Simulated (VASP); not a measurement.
Crystal: AgSn2SeI3.

```
CELL_PARAMETERS angstrom
3.40798 1.96760 5.54149
-3.40798 1.96760 5.54149
0.00000 -3.93520 5.54149
ATOMIC_POSITIONS crystal
Ag 0.00000 0.00000 0.00000
Sn 0.78173 0.78173 0.78173
Sn 0.21827 0.21827 0.21827
Se 0.50000 0.50000 0.50000
I 0.50000 0.50000 0.00000
I 0.00000 0.50000 0.50000
I 0.50000 0.00000 0.50000
```

- Program: VASP 6.6.1
- Task: relaxation of cell and atoms
- Functional: PBE
- Potentials or basis: VASP PAW PBE potentials, release 64 (Ag, Sn_d, Se, I)
- Cutoff: 600 eV
- k mesh: 2 × 2 × 2
- Occupations: gaussian, width 0.15 eV
- Spin: no spin polarisation

At the start: pressure 9.5 GPa; volume 31.85 Å³/atom.

Question: How do energy, volume and symmetry change on relaxing?

Answer: Over 15 steps the energy falls by 478.3 meV/atom and the volume is 38.36 Å³/atom (+20.4 %); space group R-3m (No. 166, to 0.05 Å).

The path:
```csv
step,energy change (eV),largest force (eV/Å),pressure (GPa),volume (Å³)
1,0.0000,3.2477,9.46,222.95
2,-1.5234,0.3067,-1.47,289.23
3,-1.5969,0.1535,-0.22,273.73
4,-1.5970,0.1161,-0.33,274.82
5,-1.7576,0.2139,-0.40,274.23
6,-2.3924,0.6851,-0.52,270.87
7,-3.2404,0.7085,1.52,256.52
8,-3.2537,0.9023,1.04,258.65
9,-3.2528,0.8082,1.29,257.50
10,-3.2821,0.2223,0.59,268.24
11,-3.3006,0.1902,0.77,264.06
12,-3.3347,0.2055,0.04,269.80
13,-3.3359,0.2045,-0.12,271.20
14,-3.3404,0.1445,-0.14,270.53
15,-3.3479,0.0409,-0.20,268.53
```

Final structure:
```xyz
7
Lattice="4.1497 2.3958 4.5016 -4.1497 2.3958 4.5016 0.0000 -4.7916 4.5016" Properties=species:S:1:pos:R:3 pbc="T T T"
Ag    0.0000    0.0000    0.0000
Sn    0.0000    0.0000   10.8263
Sn    0.0000    0.0000    2.6785
Se    0.0000    0.0000    6.7524
I     0.0000    2.3958    4.5016
I    -2.0748   -1.1979    4.5016
I     2.0748   -1.1979    4.5016
```

Caveat: the k points lie up to 0.50 Å⁻¹ apart in the final cell; the volume moved by over 15 % at a fixed basis, so the end points are rough; the relaxation stopped at a loose force limit of 0.08 eV/Å, so its end isn't a converged minimum.
